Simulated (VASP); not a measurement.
# S (I4/mmm) in VASP: further runs, part 2 of 2

VASP 6.6.1.

**3. Single point, PBEsol**

This run uses another cell than the first one, of the same volume but with other edges.

The input, INCAR:

```
SYSTEM = S
  PREC = Accurate
  ENCUT = 520
  EDIFF = 1E-7
  ISMEAR = 0
  SIGMA = 0.15
  LREAL = .False.
  LASPH = .True.
  NELM = 100
  ALGO = Normal
  ISIF = 2
  LWAVE = .False.
  LCHARG = .False.
  GGA = PS
  NBANDS = 9
```

The input, KPOINTS:

```
regular mesh
0
Gamma
  22 22 22
  0 0 0
```

The input, POSCAR:

```
S
1.0
    0.0000000000      2.1665559963      1.6899136771
    2.1665559963      0.0000000000      1.6899136771
    2.1665559963      2.1665559963      0.0000000000
S
1
Direct
    0.0000000000      0.0000000000      0.0000000000
```

Potentials or basis: VASP PAW PBE potentials, release 64 (S).

On the command line:

```sh
> cat potpaw_PBE.64/S/POTCAR > POTCAR
> mpirun -np 1 vasp_std > vasp.out
```

OUTCAR:

```text
SYSTEM = S
   PREC = Accurate
   ENCUT = 520
   EDIFF = 1E-7
   ISMEAR = 0
   LREAL = .False.
   LASPH = .True.
   NELM = 100
   ISIF = 2
   GGA = PS

 ion  position               nearest neighbor table
   1  0.000  0.000  0.000-

  LATTYP: Found a body centered tetragonal cell.
 ALAT       =     3.0639728736
 C/A-ratio  =     1.1030865786

  Lattice vectors:

 A1 = (   0.0000000000,  -2.1665559963,  -1.6899136771)
 A2 = (   0.0000000000,   2.1665559963,  -1.6899136771)
 A3 = (   2.1665559963,   0.0000000000,   1.6899136771)

Analysis of symmetry for initial positions (statically):
=====================================================================
 Subroutine PRICEL returns:
 Original cell was already a primitive cell.

 Routine SETGRP: Setting up the symmetry group for a
 body centered tetragonal supercell.

 Subroutine GETGRP returns: Found 16 space group operations
 (whereof 16 operations were pure point group operations)
 out of a pool of 16 trial point group operations.

The static configuration has the point symmetry D_4h.

Analysis of symmetry for dynamics (positions and initial velocities):
=====================================================================
 Subroutine PRICEL returns:
 Original cell was already a primitive cell.

 Routine SETGRP: Setting up the symmetry group for a
 body centered tetragonal supercell.

 Subroutine GETGRP returns: Found 16 space group operations
 (whereof 16 operations were pure point group operations)
 out of a pool of 16 trial point group operations.

The dynamic configuration has the point symmetry D_4h.

 Subroutine INISYM returns: Found 16 space group operations
 (whereof 16 operations are pure point group operations),
 and found     1 'primitive' translations

[... 113 lines left out ...]
  volume/ion in A,a.u.               =      15.86       107.06
  Fermi-wavevector in a.u.,A,eV,Ry     =   1.183897  2.237240 19.070080  1.401611
  Thomas-Fermi vector in A             =   2.320122
   LORBIT       =      0    0 simple, 1 ext, 2 COOP (PROOUT), +10 PAW based schemes
   GGA     = PS    functional components
   LHFCALC =     F    Hartree Fock is set to
   AEXX    =    0.0000 exact exchange contribution
   IVDW    =     0    specifies the selected vdW correction
   LEPSILON=     F    determine dielectric tensor
   LRPA    =     F    only Hartree local field effects (RPA)
 non-spin polarized calculation
 Gauss-broadening in eV      SIGMA  =   0.15
  energy-cutoff  :      520.00
  volume of cell :       15.86
 maximum number of plane-waves:       440
   NGX = 11   NGY = 11   NGZ = 11

 number of electron       6.0000000 magnetization

 Free energy of the ion-electron system (eV)
  ---------------------------------------------------
  ext. energy  EPLUGINS =         0.00000000
  ---------------------------------------------------
  free energy    TOTEN  =        -3.45904588 eV

  energy without entropy =       -3.45100903  energy(sigma->0) =       -3.45502745

 E-fermi :   7.5121     XC(G=0): -11.2922

 val. band max:        7.5088430653   @ k =   0.3636  -0.0000   0.1364
 cond. band min:       7.5139003097   @ k =  -0.1818   0.1818   0.0000
 fundamental gap:      0.0050572444
 Fermi energy:         7.5120513405

 k-point     1 :       0.0000    0.0000    0.0000
  band No.  band energies     occupation
      1      -9.3259      2.00000
      2      10.5264      0.00000
      3      10.6335      0.00000
      4      10.6335      0.00000
      5      19.3219      0.00000
      6      19.3219      0.00000
      7      21.1191      0.00000
      8      21.6827      0.00000
      9      22.1335      0.00000
[... 265 lines left out ...]
 k-point    24 :      -0.4545    0.0455    0.0000
  band No.  band energies     occupation
      1      -5.1817      2.00000
      2       0.2915      2.00000
      3       7.8405      0.00196
      4       9.8312      0.00000
      5      15.7122      0.00000
      6      16.7051      0.00000
      7      22.2219      0.00000
      8      26.4587      0.00000
      9      28.0048      0.00000

 [... further k-points ...]

------------------------ aborting loop because EDIFF is reached ----------------------------------------

  FORCE on cell =-STRESS in cart. coord.  units (eV):
  Direction    XX          YY          ZZ          XY          YZ          ZX
  --------------------------------------------------------------------------------------
  -------------------------------------------------------------------------------------
  Total       -0.2065730     -0.2065730     -1.1755409      0.0000000     -0.0000000      0.0000000
  in kB      -20.8617087    -20.8617087   -118.7172886      0.0000000     -0.0000000      0.0000000
  external PRESSURE =     -53.4802353 kB  Pullay stress =       0.0000000 kB

 VOLUME and BASIS-vectors are now :
 -----------------------------------------------------------------------------
  energy-cutoff  :      520.00
  volume of cell :       15.86
      direct lattice vectors                 reciprocal lattice vectors
     0.000000000  2.166555996  1.689913677    -0.230781019  0.230781019  0.295873101
     2.166555996  0.000000000  1.689913677     0.230781019 -0.230781019  0.295873101
     2.166555996  2.166555996  0.000000000     0.230781019  0.230781019 -0.295873101

 POSITION                                       TOTAL-FORCE (eV/Angst)
 -----------------------------------------------------------------------------------
      0.00000      0.00000      0.00000         0.000000      0.000000      0.000000
 -----------------------------------------------------------------------------------
    total drift:                                0.000000      0.000000     -0.000000

  FREE ENERGIE OF THE ION-ELECTRON SYSTEM (eV)
  ---------------------------------------------------
  free  energy   TOTEN  =        -3.4590458758 eV

  energy  without entropy=       -3.4510090255  energy(sigma->0) =       -3.45502745
```

stdout:

```text
POSCAR found type information on POSCAR S
 POSCAR found :  1 types and       1 ions
 scaLAPACK will be used
 -----------------------------------------------------------------------------
|                                                                             |
|                                                                             |
|     You enforced a specific xc type in the INCAR file but a different       |
|     I HOPE YOU KNOW WHAT YOU ARE DOING!                                     |
|                                                                             |
 -----------------------------------------------------------------------------

 LDA part: xc-table for (Slater+PW92), standard interpolation
 POSCAR, INCAR and KPOINTS ok, starting setup
 FFT: planning ... GRIDC
 FFT: planning ... GRID_SOFT
 FFT: planning ... GRID
 WAVECAR not read
 entering main loop
```

Wall time 44 s (1 thread of Intel Xeon Platinum 8559C (Emerald Rapids), shared host); peak memory 0.2 GiB.

What came out:

```yaml
Free_energy: -3.4590 eV
Pressure: -5.3 GPa
Band_gap_on_the_k_mesh: zero (band 3 reaches 10.63 eV, above the bottom of band 4 at 3.75 eV)
```

Stress tensor (GPa, compression positive):
```
 -2.09   0.00   0.00
  0.00  -2.09   0.00
  0.00   0.00 -11.87
```

Caveat: the PAW data sets were made with another functional, which shifts forces and pressure a little.

**4. Single point, PBEsol**

This run uses another cell than the first one, of the same volume but with other edges.

The input, INCAR:

```
PREC = Accurate
ENCUT = 520
EDIFF = 1E-6
ISMEAR = 0
SIGMA = 0.15
LREAL = F
LASPH = T
NELM = 60
ALGO = Normal
ISIF = 2
LWAVE = F
LCHARG = F
GGA = PS
NBANDS = 9
```

The input, KPOINTS:

```
Automatic mesh
0
Gamma
  22 22 22
```

The input, POSCAR:

```
S
1.0
    0.0000000000      1.8273440985      2.3755473280
    1.8273440985      0.0000000000      2.3755473280
    1.8273440985      1.8273440985      0.0000000000
S
1
Direct
    0.0000000000      0.0000000000      0.0000000000
```

On the command line:

```sh
> cat potpaw_PBE.64/S/POTCAR > POTCAR
> mpirun -np 1 vasp_std > vasp.out
```

It took 33 s on 1 thread of Intel Xeon Platinum 8559C (Emerald Rapids), shared host; peak memory 0.2 GiB.

Results (log left out):

| Quantity | Value |
| --- | --- |
| Free energy | -3.5026 eV |
| Pressure | -4.3 GPa |
| Band gap on the k mesh | zero (band 3 reaches 10.98 eV, above the bottom of band 4 at 4.26 eV) |

Stress tensor (GPa, compression positive):
```
-10.40   0.00   0.00
  0.00 -10.40   0.00
  0.00   0.00   8.04
```

Levels at points of the mesh, in eV from the Fermi level:
```csv
k point,band 1,band 2,band 3,band 4,band 5,band 6,band 7
"(0.00, 0.00, 0.00)",-16.75,2.07,3.65,3.65,10.31,11.27,14.21
"(0.50, 0.00, 0.00)",-12.48,-7.48,-0.08,4.04,6.89,12.38,14.17
"(0.50, 0.50, 0.00)",-13.36,-7.26,1.63,1.63,7.33,8.47,22.86
"(0.50, 0.00, 0.50)",-9.59,-5.76,-2.93,-0.14,4.29,5.92,18.28
```

Caveat: the PAW data sets were made with another functional, which shifts forces and pressure a little.

**5. Single point, PBEsol**

This run uses another cell than the first one, of the same volume but with other edges.

The input, INCAR:

```
PREC = Accurate
ENCUT = 520
EDIFF = 1E-7
ISMEAR = 0
SIGMA = 0.15
LREAL = False
LASPH = True
NELM = 60
ALGO = Normal
ISIF = 2
LWAVE = False
LCHARG = False
GGA = PS
NBANDS = 9
```

The input, KPOINTS:

```
regular mesh
0
Gamma
  22 22 22
```

The input, POSCAR:

```
S
1.0
    0.0000000000      2.0505585611      1.8865138762
    2.0505585611      0.0000000000      1.8865138762
    2.0505585611      2.0505585611      0.0000000000
S
1
Direct
    0.0000000000      0.0000000000      0.0000000000
```

On the command line:

```sh
> cat potpaw_PBE.64/S/POTCAR > POTCAR
> mpirun -np 1 vasp_std > vasp.out
```

It took 42 s on 1 thread of Intel Xeon Platinum 8559C (Emerald Rapids), shared host; peak memory 0.21 GiB.

It converged, with:

```
Free energy            : -3.3419 eV
Pressure               : -5.0 GPa
Band gap on the k mesh : zero (band 3 reaches 10.58 eV, above the bottom of band 4 at 4.45 eV)
```

Stress tensor (GPa, compression positive):
```
-2.94  0.00  0.00
 0.00 -2.94  0.00
 0.00  0.00 -9.26
```

Levels at points of the mesh, in eV from the Fermi level:
| k point | band 1 | band 2 | band 3 | band 4 | band 5 | band 6 |
| --- | --- | --- | --- | --- | --- | --- |
| (0.00, 0.00, 0.00) | -16.75 | 3.17 | 3.17 | 3.17 | 11.81 | 11.81 |
| (0.50, 0.00, 0.00) | -12.61 | -7.48 | 1.34 | 2.36 | 9.05 | 10.46 |
| (0.50, 0.50, 0.00) | -10.29 | -5.96 | -1.56 | -1.56 | 4.53 | 5.33 |
| (0.50, 0.00, 0.50) | -11.31 | -6.71 | -0.84 | -0.09 | 5.67 | 6.12 |

Caveat: the PAW data sets were made with another functional, which shifts forces and pressure a little.

**6. Summary**

```csv
cell,gap on the mesh (eV),pressure (GPa)
"a = 2.932, b = 2.932, c = 2.654 Å, angles 63.1, 63.1, 53.8°, 1 atom",none,-4.9
"a = 2.748, b = 2.748, c = 3.064 Å, angles 56.1, 56.1, 67.8°, 1 atom",none,-5.3
"a = 2.997, b = 2.997, c = 2.584 Å, angles 64.5, 64.5, 51.1°, 1 atom",none,-4.3
"a = 2.786, b = 2.786, c = 2.900 Å, angles 58.6, 58.6, 62.7°, 1 atom",none,-5.0
```

Alike in all rows: task single point; level PBEsol; potentials or basis VASP PAW PBE potentials, release 64 (S); no spin polarisation; k mesh 22 × 22 × 22; cutoff (eV) 520; smearing gaussian 0.15 eV.

Caveats: the PAW data sets were made with another functional, which shifts forces and pressure a little.

Total energies depend on the potentials used, so only differences within one code and one set of settings carry meaning.
